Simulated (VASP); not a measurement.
# K7Mg7InF24 (a cell with a defect) in VASP: notebook

The runs below take K7Mg7InF24 (a cell with a defect) through single point, with PBEsol, PBE.

Program: VASP 6.6.1. These are calculated values, not measurements. Logs are shortened: lines on timing, memory, paths and dates and some standing lists are left out, and cuts for length are marked.

### 1 The cell of the first run

The cell holds a defect, 39 atoms: a = 7.983 Å, b = 7.983 Å, c = 7.983 Å, α = 90.00°, β = 90.00°, γ = 90.00°.

### 2 Single point, PBEsol

INCAR

```
  PREC = Accurate
  ENCUT = 520
  EDIFF = 1E-6
  ISMEAR = 1
  SIGMA = 0.05
  LREAL = Auto
  LASPH = True
  NELM = 120
  ALGO = Normal
  ISIF = 2
  LWAVE = False
  LCHARG = False
  GGA = PS
  NBANDS = 154
  ISYM = -1
  GGA_COMPAT = False
```

KPOINTS

```
explicit points
1
Reciprocal
  0.25000000   0.25000000   0.25000000 1
```

POSCAR

```
K7Mg7InF24
1.0
    7.9825440000      0.0000000000      0.0000000000
    0.0000000000      7.9825440000      0.0000000000
    0.0000000000      0.0000000000      7.9825440000
K In Mg F
7 1 7 24
Direct
    0.9947560000      0.9913550000      0.5023740000
    0.0024340000      0.4931150000      0.0086030000
    0.9876830000      0.5032560000      0.4983010000
    0.5060270000      0.9995450000      0.0007370000
    0.5058660000      0.9993790000      0.5018450000
    0.5055770000      0.5031130000      0.0043640000
    0.5102020000      0.4960690000      0.5003320000
    0.2542760000      0.2547080000      0.2534440000
    0.2486180000      0.2454190000      0.7472710000
    0.2525180000      0.7418160000      0.2496830000
    0.2597440000      0.7467420000      0.7475990000
    0.7483780000      0.2509550000      0.2617250000
    0.7483680000      0.2517730000      0.7421240000
    0.7521550000      0.7442520000      0.2541690000
    0.7497610000      0.7459540000      0.7532500000
    0.2444990000      0.2537720000      0.9967820000
    0.2548660000      0.2515770000      0.4997090000
    0.2525400000      0.7492430000      0.9963080000
    0.2531060000      0.7455340000      0.5038040000
    0.7596230000      0.2543050000      0.9995480000
    0.7533160000      0.2571950000      0.5002380000
    0.7501110000      0.7604190000      0.0028640000
    0.7436340000      0.7485710000      0.5032980000
    0.9936330000      0.2553780000      0.2589480000
    0.0098070000      0.2536820000      0.7540680000
    0.0022200000      0.7579670000      0.2551590000
    0.0039000000      0.7507060000      0.7561480000
    0.4887830000      0.2541890000      0.2472570000
    0.5085810000      0.2598300000      0.7448200000
    0.5045090000      0.7535580000      0.2453580000
    0.5062690000      0.7438790000      0.7470550000
    0.2581910000      0.9996100000      0.2445740000
    0.2473570000      0.0007440000      0.7454740000
    0.2460900000      0.4996490000      0.2557280000
    0.2457320000      0.5051430000      0.7458190000
    0.7479770000      0.9993200000      0.2477980000
    0.7424050000      0.0032370000      0.7482870000
    0.7432620000      0.5022620000      0.2498300000
    0.7400980000      0.5046140000      0.7451980000
```

Potentials or basis: VASP PAW PBE potentials, release 64 (K_sv, In_d, Mg, F).

Command:

```bash
$ cat potpaw_PBE.64/K_sv/POTCAR potpaw_PBE.64/In_d/POTCAR potpaw_PBE.64/Mg/POTCAR potpaw_PBE.64/F/POTCAR > POTCAR
$ mpirun -np 1 vasp_std > vasp.out
```

OUTCAR:

```text
PREC = Accurate
   ENCUT = 520
   EDIFF = 1E-6
   ISMEAR = 1
   LREAL = Auto
   LASPH = True
   NELM = 120
   ISIF = 2
   GGA = PS
   ISYM = -1

 ion  position               nearest neighbor table
   1  0.995  0.991  0.502-  26 2.71  23 2.79  27 2.79  33 2.80  37 2.81  36 2.83  19 2.85  14 3.40
                            15 3.42  13 3.44  12 3.44   9 3.47  11 3.48  10 3.50   8 3.56
   2  0.002  0.493  0.009-  16 2.72  20 2.72  24 2.76  34 2.77  25 2.79  38 2.83   8 3.39  10 3.41
                            14 3.44  12 3.45   9 3.48  15 3.51  13 3.51  11 3.56
   3  0.988  0.503  0.498-  21 2.71  24 2.75  23 2.76  38 2.78  39 2.79  26 2.81  34 2.83  35 2.85
                            27 2.86  25 2.86  14 3.32  12 3.36  13 3.39  15 3.39  10 3.47   8 3.51
   4  0.506  1.000  0.001-  22 2.73  36 2.76  37 2.76  30 2.77  32 2.78  28 2.83  18 2.84  15 3.43
                            11 3.47  13 3.47  14 3.48  12 3.48   9 3.49   8 3.50  10 3.50
   5  0.506  0.999  0.502-  37 2.73  23 2.76  36 2.80  31 2.83  33 2.84  30 2.84  17 2.84  29 2.84
                            32 2.85  21 2.85  12 3.38  13 3.39  11 3.43  15 3.45   9 3.45  14 3.45
   6  0.506  0.503  0.004-  38 2.73  30 2.77  28 2.78  39 2.79  31 2.81  18 2.82  22 2.83  20 2.84
                            29 2.84  10 3.40  14 3.40  15 3.40  11 3.44   8 3.45  12 3.47  13 3.49
   7  0.510  0.496  0.500-  39 2.68  29 2.71  21 2.72  38 2.73  23 2.75  31 2.79  28 2.80  17 2.82
                            12 3.33  13 3.34  14 3.39  15 3.42   8 3.43  11 3.45  10 3.48   9 3.50
   8  0.254  0.255  0.253-  28 1.87  34 1.96  17 1.97  32 2.04  16 2.05  24 2.08   2 3.39   7 3.43
                             6 3.45   5 3.48   4 3.50   3 3.51   1 3.56
   9  0.249  0.245  0.747-  25 1.91  33 1.95  17 1.98  16 1.99  35 2.07  29 2.08   5 3.45   1 3.47
                             2 3.48   4 3.49   7 3.50   3 3.54   6 3.56
  10  0.253  0.742  0.250-  34 1.93  26 2.00  30 2.01  18 2.02  19 2.03  32 2.06   6 3.40   2 3.41
                             3 3.47   7 3.48   1 3.50   4 3.50   5 3.52
  11  0.260  0.747  0.748-  35 1.93  19 1.95  31 1.97  18 1.99  33 2.03  27 2.04   5 3.43   6 3.44
                             7 3.45   4 3.47   1 3.48   3 3.53   2 3.56
  12  0.748  0.251  0.262-  21 1.90  24 1.96  38 2.01  36 2.01  28 2.08  20 2.09   7 3.33   3 3.36
                             5 3.38   1 3.44   2 3.45   6 3.47   4 3.48
  13  0.748  0.252  0.742-  29 1.92  21 1.93  37 1.99  39 2.02  20 2.06  25 2.09   7 3.34   3 3.39
                             5 3.39   1 3.44   4 3.47   6 3.49   2 3.51
  14  0.752  0.744  0.254-  38 1.93  30 1.98  23 1.99  26 2.00  22 2.01  36 2.04   3 3.32   7 3.39
                             6 3.40   1 3.40   2 3.44   5 3.45   4 3.48
  15  0.750  0.746  0.753-  39 1.93  31 1.94  22 2.00  23 2.00  27 2.03  37 2.05   3 3.39   6 3.40
                             1 3.42   7 3.42   4 3.43   5 3.45   2 3.51
  16  0.244  0.254  0.997-   9 1.99   8 2.05   2 2.72
  17  0.255  0.252  0.500-   8 1.97   9 1.98   7 2.82   5 2.84
  18  0.253  0.749  0.996-  11 1.99  10 2.02   6 2.82   4 2.84
  19  0.253  0.746  0.504-  11 1.95  10 2.03   1 2.85
  20  0.760  0.254  1.000-  13 2.06  12 2.09   2 2.72   6 2.84
  21  0.753  0.257  0.500-  12 1.90  13 1.93   3 2.71   7 2.72   5 2.85
  22  0.750  0.760  0.003-  15 2.00  14 2.01   4 2.73   6 2.83
  23  0.744  0.749  0.503-  14 1.99  15 2.00   7 2.75   5 2.76   3 2.76   1 2.79
  24  0.994  0.255  0.259-  12 1.96   8 2.08   3 2.75   2 2.76
  25  0.010  0.254  0.754-   9 1.91  13 2.09   2 2.79   3 2.86
  26  0.002  0.758  0.255-  14 2.00  10 2.00   1 2.71   3 2.81
  27  0.004  0.751  0.756-  15 2.03  11 2.04   1 2.79   3 2.86
  28  0.489  0.254  0.247-   8 1.87  12 2.08   6 2.78   7 2.80   4 2.83
  29  0.509  0.260  0.745-  13 1.92   9 2.08   7 2.71   6 2.84   5 2.84
  30  0.505  0.754  0.245-  14 1.98  10 2.01   4 2.77   6 2.77   5 2.84
  31  0.506  0.744  0.747-  15 1.94  11 1.97   7 2.79   6 2.81   5 2.83
  32  0.258  1.000  0.245-   8 2.04  10 2.06   4 2.78   5 2.85
  33  0.247  0.001  0.745-   9 1.95  11 2.03   1 2.80   5 2.84
  34  0.246  0.500  0.256-  10 1.93   8 1.96   2 2.77   3 2.83
  35  0.246  0.505  0.746-  11 1.93   9 2.07   3 2.85
  36  0.748  0.999  0.248-  12 2.01  14 2.04   4 2.76   5 2.80   1 2.83
  37  0.742  0.003  0.748-  13 1.99  15 2.05   5 2.73   4 2.76   1 2.81
  38  0.743  0.502  0.250-  14 1.93  12 2.01   6 2.73   7 2.73   3 2.78   2 2.83
  39  0.740  0.505  0.745-  15 1.93  13 2.02   7 2.68   6 2.79   3 2.79

IMPORTANT INFORMATION: All symmetrisations will be switched off!
NOSYMM: (Re-)initialisation of all symmetry stuff for point group C_1.

----------------------------------------------------------------------------------------

                                     Primitive cell

  volume of cell :     508.6558

  direct lattice vectors                    reciprocal lattice vectors
     7.982544000  0.000000000  0.000000000     0.125273346  0.000000000  0.000000000
     0.000000000  7.982544000  0.000000000     0.000000000  0.125273346  0.000000000
     0.000000000  0.000000000  7.982544000     0.000000000  0.000000000  0.125273346

  length of vectors
     7.982544000  7.982544000  7.982544000     0.125273346  0.125273346  0.125273346

  position of ions in fractional coordinates (direct lattice)
     0.994756000  0.991355000  0.502374000
     0.002434000  0.493115000  0.008603000
     0.987683000  0.503256000  0.498301000
     0.506027000  0.999545000  0.000737000
     0.505866000  0.999379000  0.501845000
     0.505577000  0.503113000  0.004364000
[... 31 lines left out ...]
     0.743262000  0.502262000  0.249830000
     0.740098000  0.504614000  0.745198000

  ion indices of the primitive-cell ions
   primitive index   ion index
                 1           1
                 2           2
                 3           3
                 4           4
                 5           5
                 6           6
[... 31 lines left out ...]
                38          38
                39          39

----------------------------------------------------------------------------------------

 KPOINTS: explicit points

Read explicit list of k-points.

 Found      1 k-points:

 Following reciprocal coordinates:
            Coordinates               Weight
  0.250000  0.250000  0.250000      1.000000
   k-points           NKPTS =      1   k-points in BZ     NKDIM =      1   number of bands    NBANDS=    154
   number of dos      NEDOS =    301   number of ions     NIONS =     39
   total plane-waves  NPLWV = 216000
   dimension x,y,z NGX =    60 NGY =   60 NGZ =   60
   dimension x,y,z NGXF=   120 NGYF=  120 NGZF=  120
   ions per type =               7   1   7  24
   NGX,Y,Z   is equivalent  to a cutoff of  12.50, 12.50, 12.50 a.u.
   NGXF,Y,Z  is equivalent  to a cutoff of  24.99, 24.99, 24.99 a.u.
 SYSTEM =  unknown system
   PREC   = accura    normal or accurate (medium, high low for compatibility)
   ISTART =      0    job   : 0-new  1-cont  2-samecut
   ICHARG =      2    charge: 1-file 2-atom 10-const
   ISPIN  =      1    spin polarized calculation?
   LNONCOLLINEAR =      F non collinear calculations
   LSORBIT =      F    spin-orbit coupling
   LASPH  =      T    aspherical Exc in radial PAW
   ENCUT  =  520.0 eV  38.22 Ry    6.18 a.u.  14.84 14.84 14.84*2*pi/ulx,y,z
   NELM   =    120;   NELMIN=  2; NELMDL= -5     # of ELM steps
   EDIFF  = 0.1E-05   stopping-criterion for ELM
   LREAL  =      T    real-space projection
   EDIFFG = 0.1E-04   stopping-criterion for IOM
   NSW    =      0    number of steps for IOM
   IBRION =     -1    ionic relax: 0-MD 1-quasi-New 2-CG
   NFREE  =      0    steps in history (QN), initial steepest desc. (CG)
   ISIF   =      2    stress and relaxation
   ISYM   =     -1    0-nonsym 1-usesym 2-fastsym
   POTIM  = 0.5000    time-step for ionic-motion
   TEBEG  =    0.0;   TEEND  =   0.0 temperature during run
   PSTRESS=    0.0 pullay stress
   NELECT =     258.0000    total number of electrons
   NUPDOWN=      -1.0000    fix difference up-down
   EMIN   =  10.00;   EMAX   =-10.00  energy-range for DOS
   EFERMI =   0.00;   METHOD = LEGACY
   ISMEAR =     1;   SIGMA  =   0.05  broadening in eV -4-tet -1-fermi 0-gaus
   EFERMI_NEDOS =   21; number of points for ismear=-14 and -15
   IALGO  =     38    algorithm
   IMIX   =      4    mixing-type and parameters
     AMIX     =   0.40;   BMIX     =  1.00
     AMIX_MAG =   1.60;   BMIX_MAG =  1.00
  volume/ion in A,a.u.               =      13.04        88.01
  Fermi-wavevector in a.u.,A,eV,Ry     =   1.305590  2.467207 23.192011  1.704565
  Thomas-Fermi vector in A             =   2.436449
   LORBIT       =      0    0 simple, 1 ext, 2 COOP (PROOUT), +10 PAW based schemes
   GGA     = PS    functional components
   LHFCALC =     F    Hartree Fock is set to
   AEXX    =    0.0000 exact exchange contribution
   IVDW    =     0    specifies the selected vdW correction
   LEPSILON=     F    determine dielectric tensor
   LRPA    =     F    only Hartree local field effects (RPA)
 non-spin polarized calculation
 Methfessel and Paxton  Order N= 1 SIGMA  =   0.05
  energy-cutoff  :      520.00
  volume of cell :      508.66
 maximum number of plane-waves:     13679
 NGX is ok and might be reduce to    60
   NGX = 29   NGY = 29   NGZ = 29

 number of electron     258.0000071 magnetization

 Free energy of the ion-electron system (eV)
  ---------------------------------------------------
  ext. energy  EPLUGINS =         0.00000000
  ---------------------------------------------------
  free energy    TOTEN  =      -193.30050769 eV

  energy without entropy =     -193.30352290  energy(sigma->0) =     -193.30151276

 E-fermi :  -0.9746     XC(G=0):  -9.7604

 val. band max:       -1.0165357525   @ k =   0.2500   0.2500   0.2500
 cond. band min:       4.7410311128   @ k =   0.2500   0.2500   0.2500
 fundamental gap:      5.7575668653
 Fermi energy:        -0.9745732565

 k-point     1 :       0.2500    0.2500    0.2500
  band No.  band energies     occupation
      1     -27.6016      2.00000
      2     -27.4421      2.00000
      3     -27.4246      2.00000
      4     -27.3961      2.00000
      5     -27.0836      2.00000
      6     -27.0246      2.00000
[... 133 lines left out ...]
    140       8.7959      0.00000
    141       8.8527      0.00000
 [bands above 141 left out]

------------------------ aborting loop because EDIFF is reached ----------------------------------------

  FORCE on cell =-STRESS in cart. coord.  units (eV):
  Direction    XX          YY          ZZ          XY          YZ          ZX
  --------------------------------------------------------------------------------------
  -------------------------------------------------------------------------------------
  Total        9.7630565      7.1895861      6.1442722     -0.8765066     -0.3859754     -0.6606050
  in kB       30.7519330     22.6459481     19.3533908     -2.7608435     -1.2157557     -2.0807911
  external PRESSURE =      24.2504240 kB  Pullay stress =       0.0000000 kB

 VOLUME and BASIS-vectors are now :
 -----------------------------------------------------------------------------
  energy-cutoff  :      520.00
  volume of cell :      508.66
      direct lattice vectors                 reciprocal lattice vectors
     7.982544000  0.000000000  0.000000000     0.125273346  0.000000000  0.000000000
     0.000000000  7.982544000  0.000000000     0.000000000  0.125273346  0.000000000
     0.000000000  0.000000000  7.982544000     0.000000000  0.000000000  0.125273346

 POSITION                                       TOTAL-FORCE (eV/Angst)
 -----------------------------------------------------------------------------------
      7.94068      7.91353      4.01022        -0.025776     -0.171619      0.289370
      0.01943      3.93631      0.06867        -0.292882      0.372798     -0.596045
      7.88422      4.01726      3.97771         0.168500      0.305685      0.509625
      4.03938      7.97891      0.00588         0.250922     -0.233260     -0.263782
      4.03810      7.97759      4.00600         0.080980     -0.385758      0.224188
      4.03579      4.01612      0.03484         0.192338      0.221025     -0.490715
[... 31 lines left out ...]
      5.93312      4.00933      1.99428        -0.003317     -0.554072      0.202013
      5.90786      4.02810      5.94858         0.270339     -0.555608     -0.013207
 -----------------------------------------------------------------------------------
    total drift:                                0.020178      0.004966      0.011438

  FREE ENERGIE OF THE ION-ELECTRON SYSTEM (eV)
  ---------------------------------------------------
  free  energy   TOTEN  =      -193.3005076883 eV

  energy  without entropy=     -193.3035229039  energy(sigma->0) =     -193.30151276
```

It took 1.7 min on 1 thread of Intel Xeon 6975P-C (Granite Rapids), shared host; peak memory 0.5 GiB.

What came out:

| Item | Value |
| --- | --- |
| Free energy | -193.3005 eV |
| Pressure | 2.4 GPa |
| Largest force | 5.169 eV/Å |
| Band gap on the k mesh | 5.76 eV |

Forces in eV/Å, atoms in the order of the input:
```
K   -0.026 -0.172  0.289
K   -0.293  0.373 -0.596
K    0.169  0.306  0.510
K    0.251 -0.233 -0.264
K    0.081 -0.386  0.224
K    0.192  0.221 -0.491
K   -0.094  0.473  0.406
In  -4.289 -2.289 -1.755
Mg   0.016  0.135  0.604
Mg  -0.363  1.367 -0.444
Mg  -1.008  0.663  0.689
Mg   0.406 -0.681 -1.710
Mg   1.103 -0.389  1.487
Mg   0.361  1.280 -0.802
Mg   0.872  1.042  0.618
F    0.427  0.272 -0.354
F    0.055  0.009  1.685
F    0.437 -0.445  0.583
F    0.159  0.003 -0.789
F   -0.587  0.359  0.373
F   -0.195 -0.033 -0.158
F   -0.290 -0.672  0.047
F    0.130 -0.083 -0.268
F    0.064  0.210  0.281
F   -0.809  0.292 -0.625
F    0.150 -0.623  0.336
F   -0.263 -0.356 -0.543
F    4.491  0.106  0.063
F   -1.044 -0.117 -0.036
F   -0.530 -0.328  0.263
F   -0.395  0.090  0.009
F    0.137 -0.710  0.389
F    0.619  0.023 -0.341
F    0.057  1.854  0.015
F    0.307 -0.879 -0.055
F   -0.377  0.467  0.654
F   -0.188 -0.040 -0.482
F   -0.003 -0.554  0.202
F    0.270 -0.556 -0.013
```

Levels at points of the mesh, in eV from the valence-band top:
```csv
k point,band 126,band 127,band 128,band 129,band 130,band 131,band 132,band 133
"(0.25, 0.25, 0.25)",-0.39,-0.20,-0.09,0.00,5.76,7.74,8.38,8.41
```

Caveat: the PAW data sets were made with another functional, which shifts forces and pressure a little; spin-orbit coupling is left out, which moves the levels of the heavy elements.

[end of part 1 of 2]
